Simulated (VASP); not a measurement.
# PbO2 in VASP: a series of runs

PbO2 is run at these levels: r2SCAN, PBE; tasks: single point, relaxation of cell and atoms.

Program: VASP 6.6.1. These are calculated values, not measurements. Logs are shortened: lines on timing, memory, paths and dates and some standing lists are left out, and cuts for length are marked.

**1. The cell of the first run**

It takes space group R-3m (No. 166, trigonal). The conventional cell has a = 3.446 Å, b = 3.446 Å, c = 13.368 Å, α = 90.00°, β = 90.00°, γ = 120.00°. Within 3.0 Å of Pb (site symmetry -3m) lie 6 O at 2.24 Å. O (site symmetry 3m) has 3 Pb at 2.24 Å and 3 O at 2.87 Å within 3.0 Å.

**2. Single point, r2SCAN**

The input, POSCAR:

```
PbO2
1.0
    1.7229055308      0.9947199720      4.4559399160
   -1.7229055308      0.9947199720      4.4559399160
    0.0000000000     -1.9894399440      4.4559399160
Pb O
1 2
Direct
    0.0000000000      0.0000000000      0.0000000000
    0.2557609933      0.2557609933      0.2557609933
    0.7442390067      0.7442390067      0.7442390067
```

The input, INCAR.step1:

```
SYSTEM = PbO2
PREC = Accurate
ENCUT = 520
ISMEAR = 0
SIGMA = 0.01
LREAL = .False.
LASPH = .True.
NELM = 60
NBANDS = 20
GGA = PE
ALGO = Normal
EDIFF = 1E-4
LWAVE = .True.
LCHARG = .False.
```

The input, INCAR.step2:

```
SYSTEM = PbO2
PREC = Accurate
ENCUT = 520
EDIFF = 1E-7
ISMEAR = 0
SIGMA = 0.01
LREAL = .False.
LASPH = .True.
NELM = 60
ALGO = Normal
ISIF = 2
LWAVE = .False.
LCHARG = .False.
METAGGA = R2SCAN
LMIXTAU = .True.
NBANDS = 20
ISTART = 1
```

The input, KPOINTS:

```
regular mesh
0
Gamma
  12 12 12
  0 0 0
```

Potentials or basis: VASP PAW PBE potentials, release 64 (Pb_d, O).

Command:

```bash
$ cat potpaw_PBE.64/Pb_d/POTCAR potpaw_PBE.64/O/POTCAR > POTCAR
$ cp INCAR.step1 INCAR
$ mpirun -np 1 vasp_std > vasp.out
$ cp INCAR.step2 INCAR
$ mpirun -np 1 vasp_std > vasp.out
```

OUTCAR:

```text
SYSTEM = PbO2
   PREC = Accurate
   ENCUT = 520
   EDIFF = 1E-7
   ISMEAR = 0
   LREAL = .False.
   LASPH = .True.
   NELM = 60
   ISIF = 2
   METAGGA = R2SCAN
   ISTART = 1

 ion  position               nearest neighbor table
   1  0.000  0.000  0.000-   3 2.24   3 2.24   2 2.24   2 2.24   3 2.24   2 2.24
   2  0.256  0.256  0.256-   1 2.24   1 2.24   1 2.24
   3  0.744  0.744  0.744-   1 2.24   1 2.24   1 2.24

  LATTYP: Found a trigonal (rhomboedric) cell.
 ALAT       =     4.8798844070
 COS(alpha) =     0.7506933537

  Lattice vectors:

 A1 = (   1.7229055308,   0.9947199720,   4.4559399160)
 A2 = (  -1.7229055308,   0.9947199720,   4.4559399160)
 A3 = (   0.0000000000,  -1.9894399440,   4.4559399160)

Analysis of symmetry for initial positions (statically):
=====================================================================
 Subroutine PRICEL returns:
 Original cell was already a primitive cell.

 Routine SETGRP: Setting up the symmetry group for a
 trigonal (rhombohedral) supercell.

 Subroutine GETGRP returns: Found 12 space group operations
 (whereof 12 operations were pure point group operations)
 out of a pool of 12 trial point group operations.

The static configuration has the point symmetry D_3d.

Analysis of symmetry for dynamics (positions and initial velocities):
=====================================================================
 Subroutine PRICEL returns:
 Original cell was already a primitive cell.

 Routine SETGRP: Setting up the symmetry group for a
 trigonal (rhombohedral) supercell.

 Subroutine GETGRP returns: Found 12 space group operations
 (whereof 12 operations were pure point group operations)
 out of a pool of 12 trial point group operations.

The dynamic configuration has the point symmetry D_3d.

 Subroutine INISYM returns: Found 12 space group operations
 (whereof 12 operations are pure point group operations),
 and found     1 'primitive' translations

----------------------------------------------------------------------------------------

                                     Primitive cell

  volume of cell :      45.8198

  direct lattice vectors                    reciprocal lattice vectors
     1.722905531  0.994719972  4.455939916     0.290207438  0.167551342  0.074806514
    -1.722905531  0.994719972  4.455939916    -0.290207438  0.167551342  0.074806514
     0.000000000 -1.989439944  4.455939916     0.000000000 -0.335102685  0.074806514

  length of vectors
     4.879884407  4.879884407  4.879884407     0.343350876  0.343350876  0.343350876

  position of ions in fractional coordinates (direct lattice)
     0.000000000  0.000000000  0.000000000
     0.255760993  0.255760993  0.255760993
     0.744239007  0.744239007  0.744239007

  ion indices of the primitive-cell ions
   primitive index   ion index
                 1           1
                 2           2
                 3           3

----------------------------------------------------------------------------------------

 KPOINTS: regular mesh

Automatic generation of k-mesh.
 Grid dimensions read from file:
 generate k-points for:   12   12   12

 Generating k-lattice:

  Cartesian coordinates                     Fractional coordinates (reciprocal lattice)
     0.024183953  0.013962612  0.006233876     0.083333333 -0.000000000 -0.000000000
    -0.024183953  0.013962612  0.006233876    -0.000000000  0.083333333 -0.000000000
     0.000000000 -0.027925224  0.006233876    -0.000000000 -0.000000000  0.083333333

  Length of vectors
     0.028612573  0.028612573  0.028612573

  Shift w.r.t. Gamma in fractional coordinates (k-lattice)
     0.000000000  0.000000000  0.000000000

 Subroutine IBZKPT returns following result:
 ===========================================

 Found    189 irreducible k-points:

 Following reciprocal coordinates:
            Coordinates               Weight
  0.000000  0.000000  0.000000      1.000000
  0.083333 -0.000000 -0.000000      6.000000
  0.166667  0.000000 -0.000000      6.000000
  0.250000  0.000000  0.000000      6.000000
  0.333333 -0.000000  0.000000      6.000000
  0.416667  0.000000 -0.000000      6.000000
[... 16 lines left out ...]
  0.500000  0.166667  0.000000     12.000000
 -0.416667  0.166667  0.000000     12.000000
 [... further k-points ...]
   k-points           NKPTS =    189   k-points in BZ     NKDIM =    189   number of bands    NBANDS=     20
   number of dos      NEDOS =    301   number of ions     NIONS =      3
   total plane-waves  NPLWV =  46656
   dimension x,y,z NGX =    36 NGY =   36 NGZ =   36
   dimension x,y,z NGXF=    72 NGYF=   72 NGZF=   72
   ions per type =               1   2
   NGX,Y,Z   is equivalent  to a cutoff of  12.26, 12.26, 12.26 a.u.
   NGXF,Y,Z  is equivalent  to a cutoff of  24.53, 24.53, 24.53 a.u.
 SYSTEM =  PbO2
   PREC   = accura    normal or accurate (medium, high low for compatibility)
   ISTART =      1    job   : 0-new  1-cont  2-samecut
   ICHARG =      0    charge: 1-file 2-atom 10-const
   ISPIN  =      1    spin polarized calculation?
   LNONCOLLINEAR =      F non collinear calculations
   LSORBIT =      F    spin-orbit coupling
   LASPH  =      T    aspherical Exc in radial PAW
   ENCUT  =  520.0 eV  38.22 Ry    6.18 a.u.   9.07  9.07  9.07*2*pi/ulx,y,z
   NELM   =     60;   NELMIN=  2; NELMDL=  0     # of ELM steps
   EDIFF  = 0.1E-06   stopping-criterion for ELM
   LREAL  =      F    real-space projection
   EDIFFG = 0.1E-05   stopping-criterion for IOM
   NSW    =      0    number of steps for IOM
   IBRION =     -1    ionic relax: 0-MD 1-quasi-New 2-CG
   NFREE  =      0    steps in history (QN), initial steepest desc. (CG)
   ISIF   =      2    stress and relaxation
   ISYM   =      2    0-nonsym 1-usesym 2-fastsym
   POTIM  = 0.5000    time-step for ionic-motion
   TEBEG  =    0.0;   TEEND  =   0.0 temperature during run
   PSTRESS=    0.0 pullay stress
   NELECT =      26.0000    total number of electrons
   NUPDOWN=      -1.0000    fix difference up-down
   EMIN   =  10.00;   EMAX   =-10.00  energy-range for DOS
   EFERMI =   0.00;   METHOD = LEGACY
   ISMEAR =     0;   SIGMA  =   0.01  broadening in eV -4-tet -1-fermi 0-gaus
   EFERMI_NEDOS =   21; number of points for ismear=-14 and -15
   IALGO  =     38    algorithm
   IMIX   =      4    mixing-type and parameters
     AMIX     =   0.40;   BMIX     =  1.00
     AMIX_MAG =   1.60;   BMIX_MAG =  1.00
  volume/ion in A,a.u.               =      15.27       103.07
  Fermi-wavevector in a.u.,A,eV,Ry     =   1.355340  2.561222 24.993182  1.836947
  Thomas-Fermi vector in A             =   2.482436
   LORBIT       =      0    0 simple, 1 ext, 2 COOP (PROOUT), +10 PAW based schemes
   METAGGA = R2SCAN    functional components
   LHFCALC =     F    Hartree Fock is set to
   AEXX    =    0.0000 exact exchange contribution
   IVDW    =     0    specifies the selected vdW correction
   LEPSILON=     F    determine dielectric tensor
   LRPA    =     F    only Hartree local field effects (RPA)
 non-spin polarized calculation
 Gauss-broadening in eV      SIGMA  =   0.01
  energy-cutoff  :      520.00
  volume of cell :       45.82
 maximum number of plane-waves:      1257
   NGX = 19   NGY = 19   NGZ = 19

 number of electron      26.0000000 magnetization

 Free energy of the ion-electron system (eV)
  ---------------------------------------------------
  ext. energy  EPLUGINS =         0.00000000
  ---------------------------------------------------
  free energy    TOTEN  =       -70.74393034 eV

  energy without entropy =      -70.74393034  energy(sigma->0) =      -70.74393034

 E-fermi :   3.0762     XC(G=0): -10.8579

 val. band max:        2.9593773943   @ k =   0.5000   0.5000  -0.0000
 cond. band min:       3.3033491891   @ k =   0.0000   0.0000   0.0000
 fundamental gap:      0.3439717948
 Fermi energy:         3.0761701620

 k-point     1 :       0.0000    0.0000    0.0000
  band No.  band energies     occupation
      1     -15.9238      2.00000
      2     -14.0013      2.00000
      3     -12.8827      2.00000
      4     -12.8827      2.00000
      5     -12.6229      2.00000
      6     -12.5616      2.00000
[... 12 lines left out ...]
     19      20.0834      0.00000
     20      20.6425      0.00000

 k-point     2 :       0.0833   -0.0000   -0.0000
  band No.  band energies     occupation
      1     -15.8609      2.00000
      2     -14.2211      2.00000
      3     -12.8623      2.00000
      4     -12.6989      2.00000
      5     -12.6162      2.00000
      6     -12.5629      2.00000
[... 12 lines left out ...]
     19      18.9589      0.00000
     20      20.5825      0.00000

 k-point     3 :       0.1667    0.0000   -0.0000
  band No.  band energies     occupation
      1     -15.6911      2.00000
      2     -14.5971      2.00000
      3     -12.8107      2.00000
      4     -12.6552      2.00000
      5     -12.5917      2.00000
      6     -12.5617      2.00000
[... 12 lines left out ...]
     19      17.8516      0.00000
     20      20.4989      0.00000

 k-point     4 :       0.2500    0.0000    0.0000
  band No.  band energies     occupation
      1     -15.5043      2.00000
      2     -14.8687      2.00000
      3     -12.7571      2.00000
      4     -12.6872      2.00000
      5     -12.5621      2.00000
      6     -12.5408      2.00000
[... 12 lines left out ...]
     19      17.0710      0.00000
     20      20.0396      0.00000

 k-point     5 :       0.3333   -0.0000    0.0000
  band No.  band energies     occupation
      1     -15.5141      2.00000
      2     -14.8255      2.00000
      3     -12.7320      2.00000
      4     -12.7292      2.00000
      5     -12.5356      2.00000
      6     -12.4886      2.00000
[... 12 lines left out ...]
     19      16.6437      0.00000
     20      18.7825      0.00000
[... 353 lines left out ...]
      6     -12.5072      2.00000
[... 12 lines left out ...]
     19      17.0800      0.00000
     20      19.0789      0.00000

 k-point    22 :       0.4167    0.1667   -0.0000
  band No.  band energies     occupation
      1     -15.3785      2.00000
      2     -15.0355      2.00000
      3     -12.6957      2.00000
      4     -12.6416      2.00000
      5     -12.4935      2.00000
      6     -12.3871      2.00000
[... 12 lines left out ...]
     19      17.3758      0.00000
     20      18.2468      0.00000

 k-point    23 :       0.5000    0.1667    0.0000
  band No.  band energies     occupation
      1     -15.5039      2.00000
      2     -14.8891      2.00000
      3     -12.7173      2.00000
      4     -12.5984      2.00000
      5     -12.5020      2.00000
      6     -12.2347      2.00000
[... 12 lines left out ...]
     19      17.4197      0.00000
     20      18.0188      0.00000

 k-point    24 :      -0.4167    0.1667    0.0000
  band No.  band energies     occupation
      1     -15.5435      2.00000
      2     -14.8423      2.00000
      3     -12.7257      2.00000
      4     -12.5657      2.00000
      5     -12.5236      2.00000
      6     -12.1740      2.00000
[... 12 lines left out ...]
     19      17.0906      0.00000
     20      18.1557      0.00000

 [... further k-points ...]

------------------------ aborting loop because EDIFF is reached ----------------------------------------

  FORCE on cell =-STRESS in cart. coord.  units (eV):
  Direction    XX          YY          ZZ          XY          YZ          ZX
  --------------------------------------------------------------------------------------
  -------------------------------------------------------------------------------------
  Total       -1.5167551     -1.5167551     -1.2744858      0.0000000     -0.0000000      0.0000000
  in kB      -53.0362922    -53.0362922    -44.5648746      0.0000000     -0.0000000      0.0000000
  external PRESSURE =     -50.2124863 kB  Pullay stress =       0.0000000 kB

 VOLUME and BASIS-vectors are now :
 -----------------------------------------------------------------------------
  energy-cutoff  :      520.00
  volume of cell :       45.82
      direct lattice vectors                 reciprocal lattice vectors
     1.722905531  0.994719972  4.455939916     0.290207438  0.167551342  0.074806514
    -1.722905531  0.994719972  4.455939916    -0.290207438  0.167551342  0.074806514
     0.000000000 -1.989439944  4.455939916     0.000000000 -0.335102685  0.074806514

 POSITION                                       TOTAL-FORCE (eV/Angst)
 -----------------------------------------------------------------------------------
      0.00000      0.00000      0.00000         0.000000     -0.000000      0.000000
      0.00000      0.00000      3.41897        -0.000000      0.000000      0.282254
      0.00000      0.00000      9.94885        -0.000000      0.000000     -0.282254
 -----------------------------------------------------------------------------------
    total drift:                                0.000000     -0.000000      0.000000

  FREE ENERGIE OF THE ION-ELECTRON SYSTEM (eV)
  ---------------------------------------------------
  free  energy   TOTEN  =       -70.7439303408 eV

  energy  without entropy=      -70.7439303408  energy(sigma->0) =      -70.74393034
```

It took 6.1 min on 1 thread of Intel Xeon 6975P-C (Granite Rapids), shared host; peak memory 0.32 GiB.

Results:

```yaml
Free_energy: -70.7439 eV
Pressure: -5.0 GPa
Largest_force: 0.282 eV/Å
Band_gap_on_the_k_mesh: 0.34 eV, indirect (least direct gap 0.41 eV)
```

Forces on the atoms (eV/Å):
```
Pb   0.000  0.000  0.000
O    0.000  0.000  0.282
O    0.000  0.000 -0.282
```

Stress tensor (GPa, compression positive):
```
-5.30  0.00  0.00
 0.00 -5.30  0.00
 0.00  0.00 -4.46
```

Levels at points of the mesh, in eV from the valence-band top:
| k point | band 9 | band 10 | band 11 | band 12 | band 13 | band 14 | band 15 | band 16 | band 17 | band 18 |
| --- | --- | --- | --- | --- | --- | --- | --- | --- | --- | --- |
| (0.00, 0.00, 0.00) | -1.36 | -1.36 | -0.73 | -0.73 | -0.07 | 0.34 | 5.71 | 10.64 | 10.64 | 11.92 |
| (0.50, 0.00, 0.00) | -3.60 | -2.73 | -1.68 | -0.75 | -0.58 | 3.49 | 7.76 | 9.43 | 12.27 | 13.09 |
| (0.50, 0.50, 0.00) | -4.05 | -2.99 | -0.98 | -0.24 | 0.00 | 3.09 | 6.69 | 10.34 | 10.94 | 12.30 |
| (0.50, 0.50, 0.50) | -1.59 | -1.55 | -1.55 | -0.58 | -0.58 | 2.19 | 5.64 | 11.07 | 11.07 | 14.28 |

Caveat: the PAW data sets were made with another functional, which shifts forces and pressure a little; spin-orbit coupling is left out, which moves the levels of the heavy elements.

**3. Relaxation of cell and atoms, PBE**

This run uses another cell than the first one: it holds 6 atoms, not 3.

The input, INCAR:

```
SYSTEM = PbO2
ALGO = Normal ; EDIFF = 1E-6
EDIFFG = -0.025 ; ENCUT = 600
GGA = PE ; IBRION = 2
ISIF = 3 ; ISMEAR = 0
LASPH = .True. ; LCHARG = .False.
LREAL = .False. ; LWAVE = .False.
NELM = 100 ; NSW = 80
PREC = Accurate ; SIGMA = 0.2
```

The input, KPOINTS:

```
k-points
0
Gamma
  6 6 4
  0 0 0
```

The input, POSCAR:

```
PbO2
1.0
   -1.7076690059      2.9972714706      0.0350800298
   -0.0328383595     -1.9647588058      4.5167454782
    5.0298661534      2.9434965674     -0.0397170976
Pb O
2 4
Direct
   -0.0148419778     -0.0095705306      0.0007094443
    0.4812861498     -0.0045923077      0.4974414429
    0.3810130771      0.7672106986      0.1189429118
    0.8809190367      0.7703833534      0.6329282049
    0.1329688983      0.2529336255      0.3832629132
    0.6386548160      0.2236351607      0.8667150829
```

Potentials or basis: VASP PAW PBE potentials, release 64 (Pb_d, O).

Command:

```bash
$ cat potpaw_PBE.64/Pb_d/POTCAR potpaw_PBE.64/O/POTCAR > POTCAR
$ mpirun -np 1 vasp_std > vasp.out
```

It took 59 min on 1 thread of AMD EPYC 7R43 (Zen 3), shared host; peak memory 0.35 GiB.

The run converged. Its results:

| Property | Result |
| --- | --- |
| Free energy | -31.3743 eV |
| Relaxed volume | 14.95 Å³/atom |
| Relaxed cell | a = 3.458 Å, b = 4.757 Å, c = 5.997 Å, α = 101.94°, β = 90.03°, γ = 111.14° |
| Space group after relaxing (to 0.05 Å) | R-3m (No. 166) |
| Energy gained by relaxing | 39.4 meV/atom |
| Ionic steps | 23 |
| Pressure after relaxing | 0.0 GPa |
| Largest force after relaxing | 0.022 eV/Å |
| Band gap on the k mesh | zero (band 26 reaches 3.67 eV, above the bottom of band 27 at 3.63 eV) |

Forces on the atoms (eV/Å):
```
Pb  -0.020  0.007  0.003
Pb   0.014  0.017  0.001
O    0.001 -0.013 -0.011
O   -0.003 -0.018  0.004
O    0.013 -0.007 -0.007
O   -0.004  0.014  0.009
```

Stress tensor (GPa, compression positive):
```
 0.01 -0.03  0.00
-0.03  0.03 -0.03
 0.00 -0.03 -0.08
```

The path:
```
step  energy change (eV)  largest force (eV/Å)  pressure (GPa)  volume (Å³)
   1              0.0000                1.0216            2.51        91.00
   2             -0.1734                0.6394           -2.67        94.14
   3             -0.1739                0.6217           -2.90        94.32
   4             -0.2198                0.2178            0.79        91.48
   5             -0.2220                0.1800            0.11        91.96
   6             -0.2284                0.0972            0.05        91.92
   7             -0.2296                0.1207            0.03        91.89
   8             -0.2312                0.0773           -0.18        91.93
   9             -0.2313                0.1003           -0.26        91.94
  10             -0.2325                0.0573           -0.11        91.68
  11             -0.2329                0.0635            0.04        91.44
  12             -0.2330                0.0727            0.07        91.39
  13             -0.2337                0.0620           -0.12        91.33
  14             -0.2340                0.0784           -0.34        91.26
  15             -0.2344                0.0644           -0.29        91.11
  16             -0.2353                0.0447           -0.15        90.67
  17             -0.2349                0.1060            0.21        89.77
  18             -0.2355                0.0599            0.02        90.31
  19             -0.2358                0.0475           -0.01        90.22
  20             -0.2364                0.0311           -0.03        89.96
  21             -0.2359                0.0767           -0.05        89.43
  22             -0.2365                0.0433           -0.02        89.81
  23             -0.2367                0.0219           -0.01        89.70
```

Final structure:
```xyz
6
Lattice="-1.7302 2.9942 0.0055 0.0019 -1.9882 4.3211 5.1939 2.9976 0.0109" Properties=species:S:1:pos:R:3 pbc="T T T"
Pb   -1.7268    1.0042    4.3263
Pb    1.7328    1.0077    4.3292
O     0.0033    0.0118    3.2973
O     1.7352    3.0078    3.3042
O     1.7286    0.9989    1.0341
O     3.4637    3.9903    1.0395
```

Levels at points of the mesh, in eV from the Fermi level:
```csv
k point,band 22,band 23,band 24,band 25,band 26,band 27,band 28,band 29,band 30,band 31
"(0.00, 0.00, 0.00)",-1.08,-1.08,-1.07,-0.93,-0.29,-0.27,2.81,4.83,6.92,8.38
"(0.50, 0.00, 0.00)",-2.10,-0.84,-0.83,-0.54,-0.53,2.84,2.85,7.29,7.30,8.42
"(0.00, 0.50, 0.00)",-1.15,-0.90,-0.90,-0.53,-0.25,1.77,2.37,4.92,5.75,9.30
"(0.50, 0.50, 0.00)",-2.10,-0.83,-0.82,-0.54,-0.53,2.84,2.84,7.29,7.29,8.43
"(0.00, 0.00, 0.50)",-2.06,-0.98,-0.98,-0.56,-0.55,1.90,1.90,6.41,6.41,7.41
"(0.50, 0.00, 0.50)",-1.16,-1.08,-0.94,-0.53,-0.24,2.37,2.81,5.73,6.92,8.38
"(0.00, 0.50, 0.50)",-0.99,-0.92,-0.92,-0.69,-0.68,2.12,2.12,5.89,5.89,8.47
"(0.50, 0.50, 0.50)",-1.15,-1.09,-0.94,-0.53,-0.25,2.37,2.80,5.74,6.93,8.37
```

Caveat: spin-orbit coupling is left out, which moves the levels of the heavy elements.
